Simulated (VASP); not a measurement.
# W (Im-3m) in VASP: further runs

W is run at these levels: PBEsol, r2SCAN, PBE+U; tasks: electric field gradients, single point.

Everything below comes from runs of VASP 6.6.1. Logs are shortened: lines on timing, memory, paths and dates and some standing lists are left out, and cuts for length are marked.

### Step 1. The cell of the first run

It takes space group Im-3m (No. 229, cubic). The conventional cell has a = 3.195 Å, b = 3.195 Å, c = 3.195 Å, α = 90.00°, β = 90.00°, γ = 90.00°. Within 3.6 Å of W (site symmetry m-3m) lie 14 W at 2.77 to 3.19 Å.

### Step 2. Electric field gradients, PBEsol

INCAR

```
PREC = Accurate
ENCUT = 520
EDIFF = 1E-8
ISMEAR = -1
SIGMA = 0.03
LREAL = False
LASPH = True
NELM = 100
ALGO = Normal
ISIF = 2
LWAVE = False
LCHARG = False
GGA = PS
LEFG = True
NBANDS = 13
```

KPOINTS

```
Automatic mesh
0
Gamma
  14 14 14
```

POSCAR

```
W
1.0
   -1.5973000000      1.5973000000      1.5973000000
    1.5973000000     -1.5973000000      1.5973000000
    1.5973000000      1.5973000000     -1.5973000000
W
1
Direct
    0.0000000000      0.0000000000      0.0000000000
```

Potentials or basis: VASP PAW PBE potentials, release 64 (W_sv).

Command:

```console
cat potpaw_PBE.64/W_sv/POTCAR > POTCAR
mpirun -np 1 vasp_std > vasp.out
```

OUTCAR:

```text
PREC = Accurate
   ENCUT = 520
   EDIFF = 1E-8
   ISMEAR = -1
   LREAL = False
   LASPH = True
   NELM = 100
   ISIF = 2
   GGA = PS

 ion  position               nearest neighbor table
   1  0.000  0.000  0.000-

  LATTYP: Found a body centered cubic cell.
 ALAT       =     3.1946000000

  Lattice vectors:

 A1 = (  -1.5973000000,   1.5973000000,   1.5973000000)
 A2 = (   1.5973000000,  -1.5973000000,   1.5973000000)
 A3 = (   1.5973000000,   1.5973000000,  -1.5973000000)

Analysis of symmetry for initial positions (statically):
=====================================================================
 Subroutine PRICEL returns:
 Original cell was already a primitive cell.

 Routine SETGRP: Setting up the symmetry group for a
 body centered cubic supercell.

 Subroutine GETGRP returns: Found 48 space group operations
 (whereof 48 operations were pure point group operations)
 out of a pool of 48 trial point group operations.

The static configuration has the point symmetry O_h .

Analysis of symmetry for dynamics (positions and initial velocities):
=====================================================================
 Subroutine PRICEL returns:
 Original cell was already a primitive cell.

 Routine SETGRP: Setting up the symmetry group for a
 body centered cubic supercell.

 Subroutine GETGRP returns: Found 48 space group operations
 (whereof 48 operations were pure point group operations)
 out of a pool of 48 trial point group operations.

The dynamic configuration has the point symmetry O_h .

 Subroutine INISYM returns: Found 48 space group operations
 (whereof 48 operations are pure point group operations),
 and found     1 'primitive' translations

----------------------------------------------------------------------------------------

                                     Primitive cell

  volume of cell :      16.3012

  direct lattice vectors                    reciprocal lattice vectors
    -1.597300000  1.597300000  1.597300000     0.000000000  0.313028235  0.313028235
     1.597300000 -1.597300000  1.597300000     0.313028235  0.000000000  0.313028235
     1.597300000  1.597300000 -1.597300000     0.313028235  0.313028235  0.000000000

  length of vectors
     2.766604755  2.766604755  2.766604755     0.442688776  0.442688776  0.442688776

  position of ions in fractional coordinates (direct lattice)
     0.000000000  0.000000000  0.000000000

  ion indices of the primitive-cell ions
   primitive index   ion index
                 1           1

----------------------------------------------------------------------------------------

 KPOINTS: Automatic mesh

Automatic generation of k-mesh.
 Grid dimensions read from file:
 generate k-points for:   14   14   14

 Generating k-lattice:

  Cartesian coordinates                     Fractional coordinates (reciprocal lattice)
     0.000000000  0.022359160  0.022359160     0.071428571  0.000000000  0.000000000
     0.022359160  0.000000000  0.022359160     0.000000000  0.071428571  0.000000000
     0.022359160  0.022359160  0.000000000     0.000000000  0.000000000  0.071428571

  Length of vectors
     0.031620627  0.031620627  0.031620627

  Shift w.r.t. Gamma in fractional coordinates (k-lattice)
     0.000000000  0.000000000  0.000000000

 Subroutine IBZKPT returns following result:
 ===========================================

 Found    104 irreducible k-points:

 Following reciprocal coordinates:
            Coordinates               Weight
  0.000000  0.000000  0.000000      1.000000
  0.071429  0.000000  0.000000     12.000000
  0.142857  0.000000  0.000000     12.000000
  0.214286  0.000000  0.000000     12.000000
  0.285714  0.000000  0.000000     12.000000
  0.357143  0.000000  0.000000     12.000000
[... 16 lines left out ...]
  0.285714  0.285714  0.000000     24.000000
  0.357143  0.285714 -0.000000     24.000000
 [... further k-points ...]
   k-points           NKPTS =    104   k-points in BZ     NKDIM =    104   number of bands    NBANDS=     13
   number of dos      NEDOS =    301   number of ions     NIONS =      1
   total plane-waves  NPLWV =  13824
   dimension x,y,z NGX =    24 NGY =   24 NGZ =   24
   dimension x,y,z NGXF=    48 NGYF=   48 NGZF=   48
   ions per type =               1
   NGX,Y,Z   is equivalent  to a cutoff of  14.42, 14.42, 14.42 a.u.
   NGXF,Y,Z  is equivalent  to a cutoff of  28.84, 28.84, 28.84 a.u.
 SYSTEM =  unknown system
   PREC   = accura    normal or accurate (medium, high low for compatibility)
   ISTART =      0    job   : 0-new  1-cont  2-samecut
   ICHARG =      2    charge: 1-file 2-atom 10-const
   ISPIN  =      1    spin polarized calculation?
   LNONCOLLINEAR =      F non collinear calculations
   LSORBIT =      F    spin-orbit coupling
   LASPH  =      T    aspherical Exc in radial PAW
   ENCUT  =  520.0 eV  38.22 Ry    6.18 a.u.   5.14  5.14  5.14*2*pi/ulx,y,z
   NELM   =    100;   NELMIN=  2; NELMDL= -5     # of ELM steps
   EDIFF  = 0.1E-07   stopping-criterion for ELM
   LREAL  =      F    real-space projection
   EDIFFG = 0.1E-06   stopping-criterion for IOM
   NSW    =      0    number of steps for IOM
   IBRION =     -1    ionic relax: 0-MD 1-quasi-New 2-CG
   NFREE  =      0    steps in history (QN), initial steepest desc. (CG)
   ISIF   =      2    stress and relaxation
   ISYM   =      2    0-nonsym 1-usesym 2-fastsym
   POTIM  = 0.5000    time-step for ionic-motion
   TEBEG  =    0.0;   TEEND  =   0.0 temperature during run
   PSTRESS=    0.0 pullay stress
   NELECT =      14.0000    total number of electrons
   NUPDOWN=      -1.0000    fix difference up-down
   EMIN   =  10.00;   EMAX   =-10.00  energy-range for DOS
   EFERMI =   0.00;   METHOD = LEGACY
   ISMEAR =    -1;   SIGMA  =   0.03  broadening in eV -4-tet -1-fermi 0-gaus
   EFERMI_NEDOS =   21; number of points for ismear=-14 and -15
   IALGO  =     38    algorithm
   IMIX   =      4    mixing-type and parameters
     AMIX     =   0.40;   BMIX     =  1.00
     AMIX_MAG =   1.60;   BMIX_MAG =  1.00
  volume/ion in A,a.u.               =      16.30       110.01
  Fermi-wavevector in a.u.,A,eV,Ry     =   1.556125  2.940649 32.946829  2.421524
  Thomas-Fermi vector in A             =   2.659966
   LORBIT       =      0    0 simple, 1 ext, 2 COOP (PROOUT), +10 PAW based schemes
   GGA     = PS    functional components
   LHFCALC =     F    Hartree Fock is set to
   AEXX    =    0.0000 exact exchange contribution
   IVDW    =     0    specifies the selected vdW correction
   LEPSILON=     F    determine dielectric tensor
   LRPA    =     F    only Hartree local field effects (RPA)
 non-spin polarized calculation
  energy-cutoff  :      520.00
  volume of cell :       16.30
 maximum number of plane-waves:       466
 NGX is ok and might be reduce to    24
   NGX = 11   NGY = 11   NGZ = 11

 number of electron      14.0000002 magnetization

 Free energy of the ion-electron system (eV)
  ---------------------------------------------------
  ext. energy  EPLUGINS =         0.00000000
  ---------------------------------------------------
  free energy    TOTEN  =       -13.77872997 eV

  energy without entropy =      -13.77666146  energy(sigma->0) =      -13.77769572

 E-fermi :  10.9592     XC(G=0): -13.6059

 val. band max:       10.9551273200   @ k =  -0.4286   0.5000   0.2857
 cond. band min:      10.9971710352   @ k =   0.5000   0.5000   0.2857
 fundamental gap:      0.0420437152
 Fermi energy:        10.9592000682

 k-point     1 :       0.0000    0.0000    0.0000
  band No.  band energies     occupation
      1     -63.3291      2.00000
      2     -26.9244      2.00000
      3     -26.9244      2.00000
      4     -26.9244      2.00000
      5       1.3794      2.00000
      6       9.6770      2.00000
      7       9.6770      2.00000
      8       9.6770      2.00000
      9      13.0360      0.00000
     10      13.0360      0.00000
     11      25.3553      0.00000
     12      25.3553      0.00000
     13      25.3553      0.00000

 k-point     2 :       0.0714    0.0000    0.0000
  band No.  band energies     occupation
      1     -63.3233      2.00000
      2     -26.9872      2.00000
      3     -26.9441      2.00000
      4     -26.9247      2.00000
      5       1.6180      2.00000
      6       9.5340      2.00000
      7       9.6429      2.00000
      8       9.9068      2.00000
      9      12.8164      0.00000
     10      13.0386      0.00000
     11      25.5533      0.00000
     12      25.7615      0.00000
     13      25.9198      0.00000

 k-point     3 :       0.1429    0.0000    0.0000
  band No.  band energies     occupation
      1     -63.3069      2.00000
      2     -27.1603      2.00000
      3     -26.9990      2.00000
      4     -26.9254      2.00000
      5       2.2905      2.00000
      6       9.1579      2.00000
      7       9.4788      2.00000
      8      10.5842      1.99999
      9      12.4441      0.00000
     10      13.0638      0.00000
     11      25.9617      0.00000
     12      26.9226      0.00000
     13      27.1747      0.00000

 k-point     4 :       0.2143    0.0000    0.0000
  band No.  band energies     occupation
      1     -63.2831      2.00000
      2     -27.4037      2.00000
      3     -27.0774      2.00000
      4     -26.9265      2.00000
      5       3.2486      2.00000
      6       8.6665      2.00000
      7       9.1735      2.00000
      8      11.6695      0.00000
      9      12.3518      0.00000
     10      13.1479      0.00000
     11      25.9081      0.00000
     12      27.6307      0.00000
     13      28.7040      0.00000

 k-point     5 :       0.2857    0.0000    0.0000
  band No.  band energies     occupation
      1     -63.2567      2.00000
      2     -27.6653      2.00000
      3     -27.1632      2.00000
      4     -26.9278      2.00000
      5       4.1792      2.00000
      6       8.1773      2.00000
      7       9.0872      2.00000
      8      12.5731      0.00000
      9      13.0857      0.00000
     10      13.3145      0.00000
     11      24.9118      0.00000
     12      26.1019      0.00000
     13      30.9509      0.00000
[... 257 lines left out ...]
 k-point    22 :       0.3571    0.2143   -0.0000
  band No.  band energies     occupation
      1     -63.2012      2.00000
      2     -27.9384      2.00000
      3     -27.4923      2.00000
      4     -27.0510      2.00000
      5       6.0614      2.00000
      6       7.7035      2.00000
      7       9.2651      2.00000
      8      12.8354      0.00000
      9      14.0701      0.00000
     10      18.9754      0.00000
     11      19.9178      0.00000
     12      23.9129      0.00000
     13      26.7563      0.00000

 k-point    23 :       0.2857    0.2857    0.0000
  band No.  band energies     occupation
      1     -63.1999      2.00000
      2     -27.8745      2.00000
      3     -27.5625      2.00000
      4     -27.0659      2.00000
      5       6.4448      2.00000
      6       7.7926      2.00000
      7       8.7343      2.00000
      8      13.0159      0.00000
      9      13.8164      0.00000
     10      19.3018      0.00000
     11      19.8876      0.00000
     12      23.8332      0.00000
     13      27.2267      0.00000

 k-point    24 :       0.3571    0.2857   -0.0000
  band No.  band energies     occupation
      1     -63.1962      2.00000
      2     -27.8297      2.00000
      3     -27.6501      2.00000
      4     -27.0723      2.00000
      5       6.5504      2.00000
      6       7.9478      2.00000
      7       8.6200      2.00000
      8      13.2551      0.00000
      9      13.8259      0.00000
     10      18.8771      0.00000
     11      20.7581      0.00000
     12      22.7825      0.00000
     13      27.6778      0.00000

 [... further k-points ...]
[... 5 lines left out ...]
  --------------------------------------------------------------------------------------
  -------------------------------------------------------------------------------------
  Total       -1.0646925     -1.0646925     -1.0646925      0.0000000      0.0000000     -0.0000000
  in kB     -104.6442382   -104.6442382   -104.6442382      0.0000000      0.0000000     -0.0000000
  external PRESSURE =    -104.6442382 kB  Pullay stress =       0.0000000 kB

 VOLUME and BASIS-vectors are now :
 -----------------------------------------------------------------------------
  energy-cutoff  :      520.00
  volume of cell :       16.30
      direct lattice vectors                 reciprocal lattice vectors
    -1.597300000  1.597300000  1.597300000     0.000000000  0.313028235  0.313028235
     1.597300000 -1.597300000  1.597300000     0.313028235  0.000000000  0.313028235
     1.597300000  1.597300000 -1.597300000     0.313028235  0.313028235  0.000000000

 POSITION                                       TOTAL-FORCE (eV/Angst)
 -----------------------------------------------------------------------------------
      0.00000      0.00000      0.00000         0.000000     -0.000000      0.000000
 -----------------------------------------------------------------------------------
    total drift:                                0.000000      0.000000      0.000000

  FREE ENERGIE OF THE ION-ELECTRON SYSTEM (eV)
  ---------------------------------------------------
  free  energy   TOTEN  =       -13.7787299746 eV

  energy  without entropy=      -13.7766614572  energy(sigma->0) =      -13.77769572

 Electric field gradients (V/A^2)
---------------------------------------------------------------------
 ion       V_xx      V_yy      V_zz      V_xy      V_xz      V_yz
---------------------------------------------------------------------
   1      -0.000    -0.000    -0.000    -0.000    -0.000    -0.000
---------------------------------------------------------------------

 Electric field gradients after diagonalization (V/A^2)
 (convention: |V_zz| > |V_xx| > |V_yy|)
----------------------------------------------------------------------
 ion       V_xx      V_yy      V_zz     asymmetry (V_yy - V_xx)/ V_zz
----------------------------------------------------------------------
   1       0.000     0.000    -0.001       0.000
----------------------------------------------------------------------

           NMR quadrupolar parameters

 Cq : quadrupolar parameter    Cq=e*Q*V_zz/h
 eta: asymmetry parameters     (V_yy - V_xx)/ V_zz
 Q  : nuclear electric quadrupole moment in mb (millibarn)
----------------------------------------------------------------------
 ion       Cq(MHz)       eta       Q (mb)
----------------------------------------------------------------------
   1      -0.000       0.000       1.000
----------------------------------------------------------------------
```

Wall time 12 s (1 thread of Intel Xeon 6975P-C, shared host); peak memory 0.15 GiB.

What came out:

- Free energy: -13.7787 eV
- Pressure: -10.5 GPa
- Band gap on the k mesh: zero (band 7 reaches 15.84 eV, above the bottom of band 8 at 9.68 eV)

Caveat: without QUAD_EFG the Cq values of the log hold for a quadrupole moment of 1 mb, not for the nuclei; the PAW data sets were made with another functional, which shifts forces and pressure a little; spin-orbit coupling is left out, which moves the levels of the heavy elements.

(Part 1 of 2 ends here.)
